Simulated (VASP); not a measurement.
# KCl (Fm-3m) in VASP: notebook

Aim: see how the results for KCl move with the level of theory and the settings. Levels: PBE-based screened hybrid with 50 % exact exchange, HSE06. Tasks: single point.

All numbers are computed with VASP 6.6.1; they aren't measurements. Logs are shortened: lines on timing, memory, paths and dates and some standing lists are left out, and cuts for length are marked.

### Step 1. The cell of the first run

Symmetry: Fm-3m, No. 225, cubic system. The conventional cell has a = 6.290 Å, b = 6.290 Å, c = 6.290 Å, α = 90.00°, β = 90.00°, γ = 90.00°. Within 4.1 Å of K (site symmetry m-3m) lie 6 Cl at 3.14 Å. Within 4.1 Å of Cl (site symmetry m-3m) lie 6 K at 3.14 Å.

### Step 2. Single point, PBE-based screened hybrid with 50 % exact exchange

POSCAR

```
KCl
1.0
    0.0000000000      3.1448471156      3.1448471156
    3.1448471156      0.0000000000      3.1448471156
    3.1448471156      3.1448471156      0.0000000000
K Cl
1 1
Direct
    0.0000000000      0.0000000000      0.0000000000
    0.5000000000      0.5000000000      0.5000000000
```

INCAR.step1

```
  PREC = Accurate
  ENCUT = 520
  EDIFF = 1E-5
  ISMEAR = 0
  SIGMA = 0.01
  LREAL = F
  LASPH = T
  NELM = 60
  ALGO = Normal
  ISIF = 2
  LWAVE = T
  LCHARG = F
  GGA = PE
  NBANDS = 15
```

INCAR.step2

```
  PREC = Accurate
  ENCUT = 520
  EDIFF = 1E-7
  ISMEAR = 0
  SIGMA = 0.01
  LREAL = F
  LASPH = T
  NELM = 60
  ALGO = Normal
  ISIF = 2
  LWAVE = F
  LCHARG = F
  GGA = PE
  LHFCALC = T
  AEXX = 0.5
  HFSCREEN = 0.1
  PRECFOCK = Normal
  ISTART = 1
  NBANDS = 15
```

KPOINTS

```
regular mesh
0
Gamma
  4 4 4
```

Potentials or basis: VASP PAW PBE potentials, release 64 (K_sv, Cl).

Run with:

```sh
$ cat potpaw_PBE.64/K_sv/POTCAR potpaw_PBE.64/Cl/POTCAR > POTCAR
$ cp INCAR.step1 INCAR
$ mpirun -np 1 vasp_std > vasp.out
$ cp INCAR.step2 INCAR
$ mpirun -np 1 vasp_std > vasp.out
```

OUTCAR:

```text
PREC = Accurate
   ENCUT = 520
   EDIFF = 1E-7
   ISMEAR = 0
   LREAL = F
   LASPH = T
   NELM = 60
   ISIF = 2
   GGA = PE
   LHFCALC = T
   AEXX = 0.5
   HFSCREEN = 0.1
   PRECFOCK = Normal
   ISTART = 1

 ion  position               nearest neighbor table
   1  0.000  0.000  0.000-   2 3.14   2 3.14   2 3.14   2 3.14   2 3.14   2 3.14
   2  0.500  0.500  0.500-   1 3.14   1 3.14   1 3.14   1 3.14   1 3.14   1 3.14

  LATTYP: Found a face centered cubic cell.
 ALAT       =     6.2896942312

  Lattice vectors:

 A1 = (   0.0000000000,   3.1448471156,   3.1448471156)
 A2 = (   3.1448471156,   0.0000000000,   3.1448471156)
 A3 = (   3.1448471156,   3.1448471156,   0.0000000000)

Analysis of symmetry for initial positions (statically):
=====================================================================
 Subroutine PRICEL returns:
 Original cell was already a primitive cell.

 Routine SETGRP: Setting up the symmetry group for a
 face centered cubic supercell.

 Subroutine GETGRP returns: Found 48 space group operations
 (whereof 48 operations were pure point group operations)
 out of a pool of 48 trial point group operations.

The static configuration has the point symmetry O_h .

Analysis of symmetry for dynamics (positions and initial velocities):
=====================================================================
 Subroutine PRICEL returns:
 Original cell was already a primitive cell.

 Routine SETGRP: Setting up the symmetry group for a
 face centered cubic supercell.

 Subroutine GETGRP returns: Found 48 space group operations
 (whereof 48 operations were pure point group operations)
 out of a pool of 48 trial point group operations.

The dynamic configuration has the point symmetry O_h .

 Subroutine INISYM returns: Found 48 space group operations
 (whereof 48 operations are pure point group operations),
 and found     1 'primitive' translations

----------------------------------------------------------------------------------------

                                     Primitive cell

  volume of cell :      62.2055

  direct lattice vectors                    reciprocal lattice vectors
     0.000000000  3.144847116  3.144847116    -0.158990241  0.158990241  0.158990241
     3.144847116  0.000000000  3.144847116     0.158990241 -0.158990241  0.158990241
     3.144847116  3.144847116  0.000000000     0.158990241  0.158990241 -0.158990241

  length of vectors
     4.447485442  4.447485442  4.447485442     0.275379175  0.275379175  0.275379175

  position of ions in fractional coordinates (direct lattice)
     0.000000000  0.000000000  0.000000000
     0.500000000  0.500000000  0.500000000

  ion indices of the primitive-cell ions
   primitive index   ion index
                 1           1
                 2           2

----------------------------------------------------------------------------------------

 KPOINTS: regular mesh

Automatic generation of k-mesh.
 Grid dimensions read from file:
 generate k-points for:    4    4    4

 Generating k-lattice:

  Cartesian coordinates                     Fractional coordinates (reciprocal lattice)
    -0.039747560  0.039747560  0.039747560     0.250000000  0.000000000  0.000000000
     0.039747560 -0.039747560  0.039747560     0.000000000  0.250000000  0.000000000
     0.039747560  0.039747560 -0.039747560     0.000000000  0.000000000  0.250000000

  Length of vectors
     0.068844794  0.068844794  0.068844794

  Shift w.r.t. Gamma in fractional coordinates (k-lattice)
     0.000000000  0.000000000  0.000000000

 Subroutine IBZKPT returns following result:
 ===========================================

 Found      8 irreducible k-points:

 Following reciprocal coordinates:
            Coordinates               Weight
  0.000000  0.000000  0.000000      1.000000
  0.250000  0.000000  0.000000      8.000000
  0.500000  0.000000  0.000000      4.000000
  0.250000  0.250000  0.000000      6.000000
  0.500000  0.250000  0.000000     24.000000
 -0.250000  0.250000  0.000000     12.000000
  0.500000  0.500000  0.000000      3.000000
 -0.250000  0.500000  0.250000      6.000000
   k-points           NKPTS =      8   k-points in BZ     NKDIM =     64   number of bands    NBANDS=     15
   number of dos      NEDOS =    301   number of ions     NIONS =      2
   total plane-waves  NPLWV =  46656
   dimension x,y,z NGX =    36 NGY =   36 NGZ =   36
   dimension x,y,z NGXF=    72 NGYF=   72 NGZF=   72
   ions per type =               1   1
   NGX,Y,Z   is equivalent  to a cutoff of  13.46, 13.46, 13.46 a.u.
   NGXF,Y,Z  is equivalent  to a cutoff of  26.91, 26.91, 26.91 a.u.
 SYSTEM =  unknown system
   PREC   = accura    normal or accurate (medium, high low for compatibility)
   ISTART =      1    job   : 0-new  1-cont  2-samecut
   ICHARG =      0    charge: 1-file 2-atom 10-const
   ISPIN  =      1    spin polarized calculation?
   LNONCOLLINEAR =      F non collinear calculations
   LSORBIT =      F    spin-orbit coupling
   LASPH  =      T    aspherical Exc in radial PAW
   ENCUT  =  520.0 eV  38.22 Ry    6.18 a.u.   8.27  8.27  8.27*2*pi/ulx,y,z
   NELM   =     60;   NELMIN=  2; NELMDL=  0     # of ELM steps
   EDIFF  = 0.1E-06   stopping-criterion for ELM
   LREAL  =      F    real-space projection
   EDIFFG = 0.1E-05   stopping-criterion for IOM
   NSW    =      0    number of steps for IOM
   IBRION =     -1    ionic relax: 0-MD 1-quasi-New 2-CG
   NFREE  =      0    steps in history (QN), initial steepest desc. (CG)
   ISIF   =      2    stress and relaxation
   ISYM   =      3    0-nonsym 1-usesym 2-fastsym
   POTIM  = 0.5000    time-step for ionic-motion
   TEBEG  =    0.0;   TEEND  =   0.0 temperature during run
   PSTRESS=    0.0 pullay stress
   NELECT =      16.0000    total number of electrons
   NUPDOWN=      -1.0000    fix difference up-down
   EMIN   =  10.00;   EMAX   =-10.00  energy-range for DOS
   EFERMI =   0.00;   METHOD = LEGACY
   ISMEAR =     0;   SIGMA  =   0.01  broadening in eV -4-tet -1-fermi 0-gaus
   EFERMI_NEDOS =   21; number of points for ismear=-14 and -15
   IALGO  =     38    algorithm
   IMIX   =      1    mixing-type and parameters
     AMIX     =   0.40;   BMIX     =  1.00
     AMIX_MAG =   1.60;   BMIX_MAG =  1.00
  volume/ion in A,a.u.               =      31.10       209.89
  Fermi-wavevector in a.u.,A,eV,Ry     =   1.041131  1.967452 14.748080  1.083953
  Thomas-Fermi vector in A             =   2.175738
   LORBIT       =      0    0 simple, 1 ext, 2 COOP (PROOUT), +10 PAW based schemes
   GGA     = PE    functional components
   LHFCALC =     T    Hartree Fock is set to
   PRECFOCK=normal    Normal, Fast or Accurate (Low or Medium for compatibility)
   ENCUT4O =  -1.0   cutoff for four orbital integrals eV
   NKREDX  =     1    reduce k-point grid by
   NKREDY  =     1    reduce k-point grid by
   NKREDZ  =     1    reduce k-point grid by
   AEXX    =    0.5000 exact exchange contribution
   HFSCREEN=    0.1000 screening length (either q_TF or 0.3 A-1)
   HFSCREENC=   0.1000 screening length for correlation (either q_TF or 0.3 A-1)
   ENCUTFOCK=  -1.0 apply spherical cutoff to Coloumb kernel
   IVDW    =     0    specifies the selected vdW correction
   LEPSILON=     F    determine dielectric tensor
   LRPA    =     F    only Hartree local field effects (RPA)
 non-spin polarized calculation
 Gauss-broadening in eV      SIGMA  =   0.01
  energy-cutoff  :      520.00
  volume of cell :       62.21
 maximum number of plane-waves:      1700
 NGX is ok and might be reduce to    36
  NGX = 28; NGY = 28; NGZ = 28

 number of electron      16.0000001 magnetization

 Free energy of the ion-electron system (eV)
  ---------------------------------------------------
  ext. energy  EPLUGINS =         0.00000000
  ---------------------------------------------------
  free energy    TOTEN  =        -9.47016235 eV

  energy without entropy =       -9.47016235  energy(sigma->0) =       -9.47016235

 E-fermi :  -4.1666     XC(G=0):  -4.7078

 val. band max:       -4.2476847788   @ k =   0.0000   0.0000   0.0000
 cond. band min:       4.3294860129   @ k =   0.0000   0.0000   0.0000
 fundamental gap:      8.5771707918
 Fermi energy:        -4.1666232632

 k-point     1 :       0.0000    0.0000    0.0000
  band No.  band energies     occupation
      1     -35.5819      2.00000
      2     -18.6826      2.00000
      3     -16.3218      2.00000
      4     -16.3218      2.00000
      5     -16.3218      2.00000
      6      -4.2477      2.00000
      7      -4.2477      2.00000
      8      -4.2477      2.00000
      9       4.3295      0.00000
     10       7.9818      0.00000
     11       7.9818      0.00000
     12       7.9818      0.00000
     13       9.1356      0.00000
     14       9.1356      0.00000
     15      12.0006      0.00000

 k-point     2 :       0.2500    0.0000    0.0000
  band No.  band energies     occupation
      1     -35.5762      2.00000
      2     -18.7506      2.00000
      3     -16.3242      2.00000
      4     -16.3242      2.00000
      5     -16.2116      2.00000
      6      -4.8757      2.00000
      7      -4.4289      2.00000
      8      -4.4289      2.00000
      9       5.6401      0.00000
     10       7.5940      0.00000
     11       8.8311      0.00000
     12       8.8311      0.00000
     13      10.0113      0.00000
     14      10.0113      0.00000
     15      13.7679      0.00000
[... 77 lines left out ...]
      3     -16.4751      2.00000
      4     -16.3823      2.00000
      5     -16.3823      2.00000
      6      -5.0028      2.00000
      7      -4.5099      2.00000
      8      -4.5099      2.00000
      9       5.7650      0.00000
     10       7.8403      0.00000
     11       9.4281      0.00000
     12      10.3681      0.00000
     13      10.7840      0.00000
     14      12.1396      0.00000
     15      12.1396      0.00000

 k-point     8 :      -0.2500    0.5000    0.2500
  band No.  band energies     occupation
      1     -35.5669      2.00000
      2     -18.6386      2.00000
      3     -16.4282      2.00000
      4     -16.4282      2.00000
      5     -16.2429      2.00000
      6      -4.7859      2.00000
      7      -4.7859      2.00000
      8      -4.7857      2.00000
      9       7.3939      0.00000
     10       7.3939      0.00000
     11       9.0548      0.00000
     12       9.8110      0.00000
     13      11.9113      0.00000
     14      12.1651      0.00000
     15      12.1886      0.00000

------------------------ aborting loop because EDIFF is reached ----------------------------------------

  FORCE on cell =-STRESS in cart. coord.  units (eV):
  Direction    XX          YY          ZZ          XY          YZ          ZX
  --------------------------------------------------------------------------------------
  -------------------------------------------------------------------------------------
  Total        0.0434863      0.0434863      0.0434863     -0.0000000      0.0000000     -0.0000000
  in kB        1.1200432      1.1200432      1.1200432     -0.0000000      0.0000000     -0.0000000
  external PRESSURE =       1.1200432 kB  Pullay stress =       0.0000000 kB

 VOLUME and BASIS-vectors are now :
 -----------------------------------------------------------------------------
  energy-cutoff  :      520.00
  volume of cell :       62.21
      direct lattice vectors                 reciprocal lattice vectors
     0.000000000  3.144847116  3.144847116    -0.158990241  0.158990241  0.158990241
     3.144847116  0.000000000  3.144847116     0.158990241 -0.158990241  0.158990241
     3.144847116  3.144847116  0.000000000     0.158990241  0.158990241 -0.158990241

 POSITION                                       TOTAL-FORCE (eV/Angst)
 -----------------------------------------------------------------------------------
      0.00000      0.00000      0.00000         0.000000      0.000000      0.000000
      3.14485      3.14485      3.14485        -0.000000     -0.000000     -0.000000
 -----------------------------------------------------------------------------------
    total drift:                                0.000001      0.000002      0.000002

  FREE ENERGIE OF THE ION-ELECTRON SYSTEM (eV)
  ---------------------------------------------------
  free  energy   TOTEN  =        -9.4701623453 eV

  energy  without entropy=       -9.4701623453  energy(sigma->0) =       -9.47016235
```

Wall time 16 min (1 thread of Intel Xeon 8259CL, shared host); peak memory 0.31 GiB.

Results:

```
Free energy            : -9.4702 eV
Pressure               : 0.1 GPa
Band gap on the k mesh : 8.58 eV
```

Caveat: the k points lie up to 0.43 Å⁻¹ apart; the PAW data sets were made with another functional, which shifts forces and pressure a little.

### Step 3. Single point, HSE06

POSCAR is that of step 2.

INCAR.step1

```
SYSTEM = KCl
PREC     = Accurate       ! precision mode
ENCUT    = 520            ! plane-wave cutoff, eV
EDIFF    = 1E-5           ! SCF threshold, eV
ISMEAR   = 0              ! smearing method
SIGMA    = 0.01           ! smearing width, eV
LREAL    = .FALSE.        ! projectors in reciprocal space
LASPH    = .TRUE.         ! aspherical terms in the spheres
NELM     = 80             ! most SCF steps
ALGO     = Normal         ! electronic algorithm
ISIF     = 2              ! what is computed and relaxed
LWAVE    = .TRUE.         ! write WAVECAR
LCHARG   = .FALSE.        ! write CHGCAR
GGA      = PE             ! functional
NBANDS   = 15             ! bands
```

INCAR.step2

```
SYSTEM = KCl
PREC     = Accurate       ! precision mode
ENCUT    = 520            ! plane-wave cutoff, eV
EDIFF    = 1E-6           ! SCF threshold, eV
ISMEAR   = 0              ! smearing method
SIGMA    = 0.01           ! smearing width, eV
LREAL    = .FALSE.        ! projectors in reciprocal space
LASPH    = .TRUE.         ! aspherical terms in the spheres
NELM     = 80             ! most SCF steps
ALGO     = Normal         ! electronic algorithm
ISIF     = 2              ! what is computed and relaxed
LWAVE    = .FALSE.        ! write WAVECAR
LCHARG   = .FALSE.        ! write CHGCAR
GGA      = PE             ! functional
LHFCALC  = .TRUE.         ! exact exchange
HFSCREEN = 0.2079         ! screening, 1/A
PRECFOCK = Normal       
ISTART   = 1            
NBANDS   = 15             ! bands
```

KPOINTS

```
Automatic mesh
0
G
  4 4 4
  0 0 0
```

Potentials or basis: VASP PAW PBE potentials, release 64 (K_sv, Cl).

Run with:

```sh
$ cat potpaw_PBE.64/K_sv/POTCAR potpaw_PBE.64/Cl/POTCAR > POTCAR
$ cp INCAR.step1 INCAR
$ mpirun -np 1 vasp_std > vasp.out
$ cp INCAR.step2 INCAR
$ mpirun -np 1 vasp_std > vasp.out
```

Run time: 12 min. Hardware: 1 thread of Intel Xeon 8259CL, shared host; peak memory 0.32 GiB.

Results (log left out):

```yaml
Free_energy: -7.8650 eV
Pressure: 0.5 GPa
Band_gap_on_the_k_mesh: 6.50 eV
```

Levels at points of the mesh, in eV from the valence-band top:
```
           k point  band 4  band 5  band 6  band 7  band 8  band 9  band 10  band 11  band 12  band 13
(0.00, 0.00, 0.00)  -11.37  -11.37    0.00    0.00    0.00    6.50     9.92     9.92     9.92    10.92
(0.50, 0.00, 0.00)  -11.37  -11.14   -1.10   -0.34   -0.34    8.90    10.11    12.32    12.32    12.90
(0.50, 0.50, 0.00)  -11.42  -11.42   -0.70   -0.24   -0.24    7.89     9.83    11.50    12.03    12.43
```

Caveat: the k points lie up to 0.43 Å⁻¹ apart; the PAW data sets were made with another functional, which shifts forces and pressure a little.
